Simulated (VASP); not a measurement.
# AgCl (P6_3mc) in VASP: a series of runs, part 2 of 2

VASP 6.6.1.

### 4 Single point, PBE

This run uses another cell than the first one, of 27.81 Å³/atom, 1.064 times its volume.

INCAR reads:

```
SYSTEM = AgCl
PREC     = Accurate       ! precision mode
ENCUT    = 520            ! plane-wave cutoff, eV
EDIFF    = 1E-6           ! SCF threshold, eV
ISMEAR   = 0              ! smearing method
SIGMA    = 0.01           ! smearing width, eV
LREAL    = .FALSE.        ! projectors in reciprocal space
LASPH    = .TRUE.         ! aspherical terms in the spheres
NELM     = 60             ! most SCF steps
ALGO     = Normal         ! electronic algorithm
ISIF     = 2              ! what is computed and relaxed
LWAVE    = .FALSE.        ! write WAVECAR
LCHARG   = .FALSE.        ! write CHGCAR
GGA      = PE             ! functional
NBANDS   = 26             ! bands
```

KPOINTS reads:

```
regular mesh
0
G
  6 6 4
  0 0 0
```

POSCAR reads:

```
AgCl
1.0
    4.3029285236      0.0000000000      0.0000000000
   -2.1514642618      3.7264454121      0.0000000000
    0.0000000000      0.0000000000      6.9385188255
Ag Cl
2 2
Direct
    0.3333333333      0.6666666667     -0.0023845080
    0.6666666667      0.3333333333      0.4976154920
    0.3333333333      0.6666666667      0.3773845080
    0.6666666667      0.3333333333      0.8773845080
```

Potentials or basis: VASP PAW PBE potentials, release 64 (Ag, Cl).

Command:

```
$ cat potpaw_PBE.64/Ag/POTCAR potpaw_PBE.64/Cl/POTCAR > POTCAR
$ mpirun -np 1 vasp_std > vasp.out
```

OUTCAR:

```text
SYSTEM = AgCl
   PREC = Accurate
   ENCUT = 520
   EDIFF = 1E-6
   ISMEAR = 0
   LREAL = .FALSE.
   LASPH = .TRUE.
   NELM = 60
   ISIF = 2
   GGA = PE

 ion  position               nearest neighbor table
   1  0.333  0.667  0.998-   4 2.62   4 2.62   4 2.62   3 2.64
   2  0.667  0.333  0.498-   3 2.62   3 2.62   3 2.62   4 2.64
   3  0.333  0.667  0.377-   2 2.62   2 2.62   2 2.62   1 2.64
   4  0.667  0.333  0.877-   1 2.62   1 2.62   1 2.62   2 2.64

  LATTYP: Found a hexagonal cell.
 ALAT       =     4.3029285236
 C/A-ratio  =     1.6125108255

  Lattice vectors:

 A1 = (   4.3029285236,   0.0000000000,   0.0000000000)
 A2 = (  -2.1514642618,   3.7264454121,   0.0000000000)
 A3 = (   0.0000000000,   0.0000000000,   6.9385188255)

Analysis of symmetry for initial positions (statically):
=====================================================================
 Subroutine PRICEL returns:
 Original cell was already a primitive cell.

 Routine SETGRP: Setting up the symmetry group for a
 hexagonal supercell.

 Subroutine GETGRP returns: Found 12 space group operations
 (whereof  6 operations were pure point group operations)
 out of a pool of 24 trial point group operations.

[... 165 lines left out ...]

 val. band max:        1.4198138010   @ k =   0.0000   0.0000   0.0000
 cond. band min:       2.7243629797   @ k =   0.0000   0.0000   0.0000
 fundamental gap:      1.3045491787
 Fermi energy:         1.5063519291

 k-point     1 :       0.0000    0.0000    0.0000
  band No.  band energies     occupation
      1     -13.2706      2.00000
      2     -13.1029      2.00000
      3      -2.5163      2.00000
      4      -2.4787      2.00000
      5      -2.4787      2.00000
      6      -2.4128      2.00000
[... 598 lines left out ...]
     25      11.6642      0.00000
     26      11.6659      0.00000

------------------------ aborting loop because EDIFF is reached ----------------------------------------

  FORCE on cell =-STRESS in cart. coord.  units (eV):
  Direction    XX          YY          ZZ          XY          YZ          ZX
  --------------------------------------------------------------------------------------
  -------------------------------------------------------------------------------------
  Total       -0.0681507     -0.0681507     -0.0724504      0.0000000     -0.0000000      0.0000000
  in kB       -0.9814210     -0.9814210     -1.0433391      0.0000000     -0.0000000      0.0000000
  external PRESSURE =      -1.0020604 kB  Pullay stress =       0.0000000 kB

 VOLUME and BASIS-vectors are now :
 -----------------------------------------------------------------------------
  energy-cutoff  :      520.00
  volume of cell :      111.26
      direct lattice vectors                 reciprocal lattice vectors
     4.302928524  0.000000000  0.000000000     0.232399863  0.134176124  0.000000000
    -2.151464262  3.726445412  0.000000000     0.000000000  0.268352247  0.000000000
     0.000000000  0.000000000  6.938518826     0.000000000  0.000000000  0.144122979

 POSITION                                       TOTAL-FORCE (eV/Angst)
 -----------------------------------------------------------------------------------
     -0.00000      2.48430      6.92197         0.000000     -0.000000     -0.000328
      2.15146      1.24215      3.45271        -0.000000      0.000000     -0.000328
     -0.00000      2.48430      2.61849         0.000000      0.000000      0.000328
      2.15146      1.24215      6.08775        -0.000000     -0.000000      0.000328
 -----------------------------------------------------------------------------------
    total drift:                               -0.000000      0.000000     -0.000868

  FREE ENERGIE OF THE ION-ELECTRON SYSTEM (eV)
  ---------------------------------------------------
  free  energy   TOTEN  =       -10.9123000711 eV

  energy  without entropy=      -10.9123000711  energy(sigma->0) =      -10.91230007
```

OSZICAR:

```text
N       E                     dE             d eps       ncg     rms          rms(c)
DAV:   1     0.230530664059E+03    0.23053E+03   -0.17019E+04  1092   0.124E+03
DAV:   2     0.317014415493E+01   -0.22736E+03   -0.21856E+03  1246   0.263E+02
DAV:   3    -0.111084522981E+02   -0.14279E+02   -0.14157E+02  1288   0.664E+01
DAV:   4    -0.112954897941E+02   -0.18704E+00   -0.18686E+00  1228   0.832E+00
DAV:   5    -0.112985702308E+02   -0.30804E-02   -0.30803E-02  1300   0.112E+00    0.734E+00
DAV:   6    -0.109149065663E+02    0.38366E+00   -0.71842E-01  1238   0.810E+00    0.514E+00
DAV:   7    -0.109138843060E+02    0.10223E-02   -0.31957E-01  1122   0.305E+00    0.225E+00
DAV:   8    -0.109112868957E+02    0.25974E-02   -0.16479E-02  1168   0.973E-01    0.363E-01
DAV:   9    -0.109118942234E+02   -0.60733E-03   -0.28876E-03  1170   0.480E-01    0.739E-02
DAV:  10    -0.109121536236E+02   -0.25940E-03   -0.25618E-04  1146   0.909E-02    0.431E-02
DAV:  11    -0.109122911798E+02   -0.13756E-03   -0.10523E-04  1132   0.592E-02    0.134E-02
DAV:  12    -0.109122982728E+02   -0.70931E-05   -0.63978E-06  1276   0.186E-02    0.537E-03
DAV:  13    -0.109123000656E+02   -0.17927E-05   -0.29373E-06  1122   0.114E-02    0.144E-03
DAV:  14    -0.109123000711E+02   -0.55811E-08   -0.62644E-08   824   0.179E-03
   1 F= -.10912300E+02 E0= -.10912300E+02  d E =-.234629E-36
```

stdout:

```text
POSCAR found type information on POSCAR AgCl
 POSCAR found :  2 types and       4 ions
 scaLAPACK will be used
 LDA part: xc-table for (Slater+PW92), standard interpolation
 POSCAR, INCAR and KPOINTS ok, starting setup
 FFT: planning ... GRIDC
 FFT: planning ... GRID_SOFT
 FFT: planning ... GRID
 WAVECAR not read
 entering main loop
```

It took 25 s on 1 thread of Intel Xeon 6975P-C (Granite Rapids), shared host; peak memory 0.24 GiB.

What came out:

```yaml
Free_energy: -10.9123 eV
Pressure: -0.1 GPa
Band_gap_on_the_k_mesh: 1.30 eV, direct
```

A hybrid or GW would open this gap; PBE tends to underestimate it.

### 5 Overview

```tsv
cell	gap on the mesh (eV)	pressure (GPa)
a = 4.215, b = 4.215, c = 6.797 Å, angles 90.0, 90.0, 120.0°, 4 atoms	1.23	2.1
a = 4.259, b = 4.259, c = 6.868 Å, angles 90.0, 90.0, 120.0°, 4 atoms	1.27	0.9
a = 4.303, b = 4.303, c = 6.939 Å, angles 90.0, 90.0, 120.0°, 4 atoms	1.30	-0.1
```

Alike in all rows: task single point; level PBE; potentials or basis VASP PAW PBE potentials, release 64 (Ag, Cl); no spin polarisation; k mesh 6 × 6 × 4; cutoff (eV) 520; smearing gaussian 0.01 eV.

Total energies depend on the potentials used, so only differences within one code and one set of settings carry meaning.
